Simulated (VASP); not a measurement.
# GaCo (Pm-3m) in VASP: further runs

GaCo is run at these levels: LDA; tasks: single point.

Program: VASP 6.6.1. These are calculated values, not measurements. Logs are shortened: lines on timing, memory, paths and dates and some standing lists are left out, and cuts for length are marked.

**1. The cell of the first run**

The structure is cubic, space group Pm-3m (No. 221). The conventional cell has a = 2.839 Å, b = 2.839 Å, c = 2.839 Å, α = 90.00°, β = 90.00°, γ = 90.00°. Ga (site symmetry m-3m) has 8 Co at 2.46 Å and 6 Ga at 2.84 Å within 3.2 Å. Within 3.2 Å of Co (site symmetry m-3m) lie 8 Ga at 2.46 Å and 6 Co at 2.84 Å.

**2. Single point, LDA (volume scaled by 0.96)**

The input, INCAR:

```
PREC = Accurate
ENCUT = 520
EDIFF = 1E-6
ISMEAR = -1
SIGMA = 0.08
LREAL = False
LASPH = True
NELM = 80
ALGO = Normal
ISIF = 2
LWAVE = False
LCHARG = False
GGA = CA
NBANDS = 18
```

The input, KPOINTS:

```
regular mesh
0
Gamma
  11 11 11
```

The input, POSCAR:

```
GaCo
1.0
    2.8391033400      0.0000000000      0.0000000000
    0.0000000000      2.8391033400      0.0000000000
    0.0000000000      0.0000000000      2.8391033400
Ga Co
1 1
Direct
    0.5000000000      0.5000000000      0.5000000000
    0.0000000000      0.0000000000      0.0000000000
```

Potentials or basis: VASP PAW LDA potentials, release 64 (Ga_d, Co).

Started as:

```sh
cat potpaw_LDA.64/Ga_d/POTCAR potpaw_LDA.64/Co/POTCAR > POTCAR
mpirun -np 1 vasp_std > vasp.out
```

OUTCAR:

```text
PREC = Accurate
   ENCUT = 520
   EDIFF = 1E-6
   ISMEAR = -1
   LREAL = False
   LASPH = True
   NELM = 80
   ISIF = 2
   GGA = CA

 ion  position               nearest neighbor table
   1  0.500  0.500  0.500-   2 2.46   2 2.46   2 2.46   2 2.46   2 2.46   2 2.46   2 2.46   2 2.46

   2  0.000  0.000  0.000-   1 2.46   1 2.46   1 2.46   1 2.46   1 2.46   1 2.46   1 2.46   1 2.46

  LATTYP: Found a simple cubic cell.
 ALAT       =     2.8391033400

  Lattice vectors:

 A1 = (   2.8391033400,   0.0000000000,   0.0000000000)
 A2 = (   0.0000000000,   2.8391033400,   0.0000000000)
 A3 = (   0.0000000000,   0.0000000000,   2.8391033400)

Analysis of symmetry for initial positions (statically):
=====================================================================
 Subroutine PRICEL returns:
 Original cell was already a primitive cell.

 Routine SETGRP: Setting up the symmetry group for a
 simple cubic supercell.

 Subroutine GETGRP returns: Found 48 space group operations
 (whereof 48 operations were pure point group operations)
 out of a pool of 48 trial point group operations.

The static configuration has the point symmetry O_h .

Analysis of symmetry for dynamics (positions and initial velocities):
=====================================================================
 Subroutine PRICEL returns:
 Original cell was already a primitive cell.

 Routine SETGRP: Setting up the symmetry group for a
 simple cubic supercell.

 Subroutine GETGRP returns: Found 48 space group operations
 (whereof 48 operations were pure point group operations)
 out of a pool of 48 trial point group operations.

The dynamic configuration has the point symmetry O_h .

 Subroutine INISYM returns: Found 48 space group operations
 (whereof 48 operations are pure point group operations),
 and found     1 'primitive' translations

----------------------------------------------------------------------------------------

                                     Primitive cell

  volume of cell :      22.8846

  direct lattice vectors                    reciprocal lattice vectors
     2.839103340  0.000000000  0.000000000     0.352223882  0.000000000  0.000000000
     0.000000000  2.839103340  0.000000000     0.000000000  0.352223882  0.000000000
     0.000000000  0.000000000  2.839103340     0.000000000  0.000000000  0.352223882

  length of vectors
     2.839103340  2.839103340  2.839103340     0.352223882  0.352223882  0.352223882

  position of ions in fractional coordinates (direct lattice)
     0.500000000  0.500000000  0.500000000
     0.000000000  0.000000000  0.000000000

  ion indices of the primitive-cell ions
   primitive index   ion index
                 1           1
                 2           2

----------------------------------------------------------------------------------------

 KPOINTS: regular mesh

Automatic generation of k-mesh.
 Grid dimensions read from file:
 generate k-points for:   11   11   11

 Generating k-lattice:

  Cartesian coordinates                     Fractional coordinates (reciprocal lattice)
     0.032020353  0.000000000  0.000000000     0.090909091  0.000000000  0.000000000
     0.000000000  0.032020353  0.000000000     0.000000000  0.090909091  0.000000000
     0.000000000  0.000000000  0.032020353     0.000000000  0.000000000  0.090909091

  Length of vectors
     0.032020353  0.032020353  0.032020353

  Shift w.r.t. Gamma in fractional coordinates (k-lattice)
     0.000000000  0.000000000  0.000000000

 Subroutine IBZKPT returns following result:
 ===========================================

 Found     56 irreducible k-points:

 Following reciprocal coordinates:
            Coordinates               Weight
  0.000000  0.000000  0.000000      1.000000
  0.090909  0.000000  0.000000      6.000000
  0.181818  0.000000  0.000000      6.000000
  0.272727  0.000000  0.000000      6.000000
  0.363636  0.000000  0.000000      6.000000
  0.454545  0.000000  0.000000      6.000000
[... 16 lines left out ...]
  0.181818  0.090909  0.090909     24.000000
  0.272727  0.090909  0.090909     24.000000
 [... further k-points ...]
   k-points           NKPTS =     56   k-points in BZ     NKDIM =     56   number of bands    NBANDS=     18
   number of dos      NEDOS =    301   number of ions     NIONS =      2
   total plane-waves  NPLWV =  13824
   dimension x,y,z NGX =    24 NGY =   24 NGZ =   24
   dimension x,y,z NGXF=    48 NGYF=   48 NGZF=   48
   ions per type =               1   1
   NGX,Y,Z   is equivalent  to a cutoff of  14.05, 14.05, 14.05 a.u.
   NGXF,Y,Z  is equivalent  to a cutoff of  28.11, 28.11, 28.11 a.u.
 SYSTEM =  unknown system
   PREC   = accura    normal or accurate (medium, high low for compatibility)
   ISTART =      0    job   : 0-new  1-cont  2-samecut
   ICHARG =      2    charge: 1-file 2-atom 10-const
   ISPIN  =      1    spin polarized calculation?
   LNONCOLLINEAR =      F non collinear calculations
[... 86 lines left out ...]
      2      -5.1535      2.00000
      3      -4.8872      2.00000
      4      -4.8872      2.00000
      5      -4.8477      2.00000
      6      -1.6779      2.00000
[... 10 lines left out ...]
     17      26.9120      0.00000
     18      30.1809      0.00000

 k-point     4 :       0.2727    0.0000    0.0000
  band No.  band energies     occupation
      1      -5.2036      2.00000
      2      -5.0754      2.00000
      3      -4.9174      2.00000
      4      -4.9174      2.00000
      5      -4.8404      2.00000
      6      -0.8748      2.00000
[... 10 lines left out ...]
     17      27.8206      0.00000
     18      27.8207      0.00000

 k-point     5 :       0.3636    0.0000    0.0000
  band No.  band energies     occupation
      1      -5.1873      2.00000
      2      -5.0068      2.00000
      3      -4.9449      2.00000
      4      -4.9449      2.00000
      5      -4.8337      2.00000
      6       0.2268      2.00000
[... 10 lines left out ...]
     17      25.4815      0.00000
     18      25.4815      0.00000

 k-point     6 :       0.4545    0.0000    0.0000
  band No.  band energies     occupation
      1      -5.1776      2.00000
      2      -4.9671      2.00000
      3      -4.9612      2.00000
      4      -4.9612      2.00000
      5      -4.8297      2.00000
      6       1.5332      2.00000
[... 10 lines left out ...]
     17      23.5199      0.00000
     18      24.0800      0.00000

 k-point     7 :       0.0909    0.0909    0.0000
  band No.  band energies     occupation
      1      -5.2209      2.00000
      2      -5.2006      2.00000
      3      -4.8742      2.00000
      4      -4.8652      2.00000
      5      -4.8593      2.00000
      6      -2.0010      2.00000
[... 10 lines left out ...]
     17      24.5416      0.00000
     18      30.2069      0.00000

 k-point     8 :       0.1818    0.0909    0.0000
  band No.  band energies     occupation
      1      -5.2047      2.00000
      2      -5.1405      2.00000
      3      -4.9009      2.00000
      4      -4.8871      2.00000
      5      -4.8567      2.00000
      6      -1.5191      2.00000
[... 10 lines left out ...]
     17      27.0682      0.00000
     18      27.7611      0.00000
[... 229 lines left out ...]
     17      26.4882      0.00000
     18      26.7717      0.00000

 k-point    20 :       0.4545    0.3636    0.0000
  band No.  band energies     occupation
      1      -5.1803      2.00000
      2      -5.0880      2.00000
      3      -4.9768      2.00000
      4      -4.9564      2.00000
      5      -4.7403      2.00000
      6       3.1541      2.00000
[... 10 lines left out ...]
     17      25.8928      0.00000
     18      26.4262      0.00000

 k-point    21 :       0.4545    0.4545    0.0000
  band No.  band energies     occupation
      1      -5.2173      2.00000
      2      -5.0810      2.00000
      3      -4.9802      2.00000
      4      -4.9787      2.00000
      5      -4.6914      2.00000
      6       3.6898      2.00000
[... 10 lines left out ...]
     17      25.7027      0.00000
     18      27.6335      0.00000

 k-point    22 :       0.0909    0.0909    0.0909
  band No.  band energies     occupation
      1      -5.1962      2.00000
      2      -5.1962      2.00000
      3      -4.8743      2.00000
      4      -4.8743      2.00000
      5      -4.8690      2.00000
      6      -1.8410      2.00000
[... 10 lines left out ...]
     17      24.9402      0.00000
     18      30.0607      0.00000

 k-point    23 :       0.1818    0.0909    0.0909
  band No.  band energies     occupation
      1      -5.1840      2.00000
      2      -5.1316      2.00000
      3      -4.9014      2.00000
      4      -4.8985      2.00000
      5      -4.8676      2.00000
      6      -1.3617      2.00000
[... 10 lines left out ...]
     17      27.2022      0.00000
     18      27.6535      0.00000

 k-point    24 :       0.2727    0.0909    0.0909
  band No.  band energies     occupation
      1      -5.1680      2.00000
      2      -5.0507      2.00000
      3      -4.9390      2.00000
      4      -4.9302      2.00000
      5      -4.8623      2.00000
      6      -0.5697      2.00000
[... 10 lines left out ...]
     17      25.5772      0.00000
     18      25.6892      0.00000

 [... further k-points ...]
[... 5 lines left out ...]
  --------------------------------------------------------------------------------------
  -------------------------------------------------------------------------------------
  Total       -0.8246467     -0.8246467     -0.8246467      0.0000000     -0.0000000      0.0000000
  in kB      -57.7344332    -57.7344332    -57.7344332      0.0000000     -0.0000000      0.0000000
  external PRESSURE =     -57.7344332 kB  Pullay stress =       0.0000000 kB

 VOLUME and BASIS-vectors are now :
 -----------------------------------------------------------------------------
  energy-cutoff  :      520.00
  volume of cell :       22.88
      direct lattice vectors                 reciprocal lattice vectors
     2.839103340  0.000000000  0.000000000     0.352223882  0.000000000  0.000000000
     0.000000000  2.839103340  0.000000000     0.000000000  0.352223882  0.000000000
     0.000000000  0.000000000  2.839103340     0.000000000  0.000000000  0.352223882

 POSITION                                       TOTAL-FORCE (eV/Angst)
 -----------------------------------------------------------------------------------
      1.41955      1.41955      1.41955         0.000000      0.000000      0.000000
      0.00000      0.00000      0.00000         0.000000      0.000000      0.000000
 -----------------------------------------------------------------------------------
    total drift:                                0.000000      0.000000     -0.000000

  FREE ENERGIE OF THE ION-ELECTRON SYSTEM (eV)
  ---------------------------------------------------
  free  energy   TOTEN  =       -12.5320556381 eV

  energy  without entropy=      -12.5064993549  energy(sigma->0) =      -12.51927750
```

Run time: 6.3 s. Hardware: 1 thread of Intel Xeon 6975P-C (Granite Rapids), shared host; peak memory 0.14 GiB.

What came out:

```yaml
Free_energy: -12.5321 eV
Pressure: -5.8 GPa
Band_gap_on_the_k_mesh: zero (band 11 reaches 11.24 eV, above the bottom of band 12 at 9.85 eV)
```

Caveat: the cell differs from its parent crystal (volume scaled by 0.96). Spin polarisation is off, so any magnetic state and its effect on volume and gap are missing.

**3. Single point, LDA**

This run uses another cell than the first one, of 11.92 Å³/atom, 1.042 times its volume.

The input, INCAR:

```
SYSTEM = GaCo
PREC     = Accurate       ! precision mode
ENCUT    = 520            ! plane-wave cutoff, eV
EDIFF    = 1E-6           ! SCF threshold, eV
ISMEAR   = -1             ! smearing method
SIGMA    = 0.08           ! smearing width, eV
LREAL    = .FALSE.        ! projectors in reciprocal space
LASPH    = .TRUE.         ! aspherical terms in the spheres
NELM     = 60             ! most SCF steps
ALGO     = Normal         ! electronic algorithm
ISIF     = 2              ! what is computed and relaxed
LWAVE    = .FALSE.        ! write WAVECAR
LCHARG   = .FALSE.        ! write CHGCAR
NBANDS   = 18             ! bands
```

The input, KPOINTS:

```
Automatic mesh
0
G
  11 11 11
  0 0 0
```

The input, POSCAR:

```
GaCo
1.0
    2.8780000000      0.0000000000      0.0000000000
    0.0000000000      2.8780000000      0.0000000000
    0.0000000000      0.0000000000      2.8780000000
Ga Co
1 1
Direct
    0.5000000000      0.5000000000      0.5000000000
    0.0000000000      0.0000000000      0.0000000000
```

Potentials or basis: VASP PAW LDA potentials, release 64 (Ga_d, Co).

Started as:

```sh
cat potpaw_LDA.64/Ga_d/POTCAR potpaw_LDA.64/Co/POTCAR > POTCAR
mpirun -np 1 vasp_std > vasp.out
```

Wall time 6.3 s (1 thread of Intel Xeon 6975P-C (Granite Rapids), shared host); peak memory 0.14 GiB.

Results (log left out):

* Free energy: -12.4761 eV
* Pressure: -12.8 GPa
* Band gap on the k mesh: zero (band 11 reaches 10.53 eV, above the bottom of band 12 at 9.29 eV)

Levels at points of the mesh, in eV from the Fermi level:
```tsv
k point	band 9	band 10	band 11	band 12	band 13	band 14
(0.00, 0.00, 0.00)	-0.68	-0.68	-0.68	5.20	5.20	5.20
```

**4. Single point, LDA (volume scaled by 1.04)**

The input, INCAR:

```
SYSTEM = GaCo
PREC = Accurate ; ENCUT = 520
EDIFF = 1E-7 ; ISMEAR = -1
SIGMA = 0.08 ; LREAL = .FALSE.
LASPH = .TRUE. ; NELM = 80
ALGO = Normal ; ISIF = 2
LWAVE = .FALSE. ; LCHARG = .FALSE.
GGA = CA ; NBANDS = 18
```

The input, KPOINTS:

```
regular mesh
0
G
  11 11 11
  0 0 0
```

The input, POSCAR:

```
GaCo
1.0
    2.9158727642      0.0000000000      0.0000000000
    0.0000000000      2.9158727642      0.0000000000
    0.0000000000      0.0000000000      2.9158727642
Ga Co
1 1
Direct
    0.5000000000      0.5000000000      0.5000000000
    0.0000000000      0.0000000000      0.0000000000
```

Started as:

```sh
cat potpaw_LDA.64/Ga_d/POTCAR potpaw_LDA.64/Co/POTCAR > POTCAR
mpirun -np 1 vasp_std > vasp.out
```

Run time: 6.8 s. Hardware: 1 thread of Intel Xeon 6975P-C (Granite Rapids), shared host; peak memory 0.14 GiB.

Results (log left out):

```
Free energy            : -12.3832 eV
Pressure               : -18.2 GPa
Band gap on the k mesh : zero (band 11 reaches 9.85 eV, above the bottom of band 12 at 8.78 eV)
```

Levels at points of the mesh, in eV from the Fermi level:
```tsv
k point	band 8	band 9	band 10	band 11	band 12	band 13	band 14	band 15
(0.00, 0.00, 0.00)	-2.38	-0.64	-0.64	-0.64	5.07	5.07	5.07	10.98
```

Caveat: the cell differs from its parent crystal (volume scaled by 1.04). Spin polarisation is off, so any magnetic state and its effect on volume and gap are missing.

**5. Single point, LDA (volume scaled by 1.1)**

The input, INCAR:

```
SYSTEM = GaCo
ALGO = Normal
EDIFF = 1E-7
ENCUT = 520
GGA = CA
ISIF = 2
ISMEAR = -1
LASPH = .TRUE.
LCHARG = .FALSE.
LREAL = .FALSE.
LWAVE = .FALSE.
NBANDS = 18
NELM = 80
PREC = Accurate
SIGMA = 0.08
```

The input, KPOINTS:

```
k-points
0
G
  11 11 11
  0 0 0
```

The input, POSCAR:

```
GaCo
1.0
    2.9709021723      0.0000000000      0.0000000000
    0.0000000000      2.9709021723      0.0000000000
    0.0000000000      0.0000000000      2.9709021723
Ga Co
1 1
Direct
    0.5000000000      0.5000000000      0.5000000000
    0.0000000000      0.0000000000      0.0000000000
```

Started as:

```sh
cat potpaw_LDA.64/Ga_d/POTCAR potpaw_LDA.64/Co/POTCAR > POTCAR
mpirun -np 1 vasp_std > vasp.out
```

Run time: 7.1 s. Hardware: 1 thread of Intel Xeon 6975P-C (Granite Rapids), shared host; peak memory 0.14 GiB.

The run converged. Its results:

```yaml
Free_energy: -12.1922 eV
Pressure: -24.2 GPa
Band_gap_on_the_k_mesh: zero (band 11 reaches 8.90 eV, above the bottom of band 12 at 8.07 eV)
```

Levels at points of the mesh, in eV from the Fermi level:
```tsv
k point	band 7	band 8	band 9	band 10	band 11	band 12	band 13	band 14	band 15	band 16
(0.00, 0.00, 0.00)	-2.18	-2.18	-0.58	-0.58	-0.58	4.89	4.89	4.89	10.64	10.64
```

Caveat: the cell differs from its parent crystal (volume scaled by 1.1). Spin polarisation is off, so any magnetic state and its effect on volume and gap are missing.

**6. Single point, LDA (volume scaled by 1.25)**

The input, INCAR:

```
PREC = Accurate ; ENCUT = 520
EDIFF = 1E-6 ; ISMEAR = -1
SIGMA = 0.08 ; LREAL = False
LASPH = True ; NELM = 80
ALGO = Normal ; ISIF = 2
LWAVE = False ; LCHARG = False
NBANDS = 18
```

The input, KPOINTS:

```
Automatic mesh
0
Gamma
  11 11 11
```

The input, POSCAR:

```
GaCo
1.0
    3.1002315190      0.0000000000      0.0000000000
    0.0000000000      3.1002315190      0.0000000000
    0.0000000000      0.0000000000      3.1002315190
Ga Co
1 1
Direct
    0.5000000000      0.5000000000      0.5000000000
    0.0000000000      0.0000000000      0.0000000000
```

Potentials or basis: VASP PAW LDA potentials, release 64 (Ga_d, Co).

Started as:

```sh
cat potpaw_LDA.64/Ga_d/POTCAR potpaw_LDA.64/Co/POTCAR > POTCAR
mpirun -np 1 vasp_std > vasp.out
```

Wall time 7 s (1 thread of Intel Xeon 6975P-C (Granite Rapids), shared host); peak memory 0.15 GiB.

Results (log left out):

- Free energy: -11.5601 eV
- Pressure: -31.1 GPa
- Band gap on the k mesh: zero (band 11 reaches 7.07 eV, above the bottom of band 12 at 6.59 eV)

Levels at points of the mesh, in eV from the Fermi level:
```
           k point  band 8  band 9  band 10  band 11  band 12  band 13  band 14  band 15
(0.00, 0.00, 0.00)   -1.78   -0.46    -0.46    -0.46     4.53     4.53     4.53     8.95
```

Caveat: the cell differs from its parent crystal (volume scaled by 1.25).

**7. The runs side by side**

| cell | gap on the mesh (eV) | pressure (GPa) |
| --- | --- | --- |
| a = 2.839 Å, 2 atoms | none | -5.8 |
| a = 2.878 Å, 2 atoms | none | -12.8 |
| a = 2.916 Å, 2 atoms | none | -18.2 |
| a = 2.971 Å, 2 atoms | none | -24.2 |
| a = 3.100 Å, 2 atoms | none | -31.1 |

Alike in all rows: task single point; level LDA; potentials or basis VASP PAW LDA potentials, release 64 (Ga_d, Co); no spin polarisation; k mesh 11 × 11 × 11; cutoff (eV) 520; smearing fermi-dirac 0.08 eV.

Absolute energies hang on the potentials; compare differences alone.
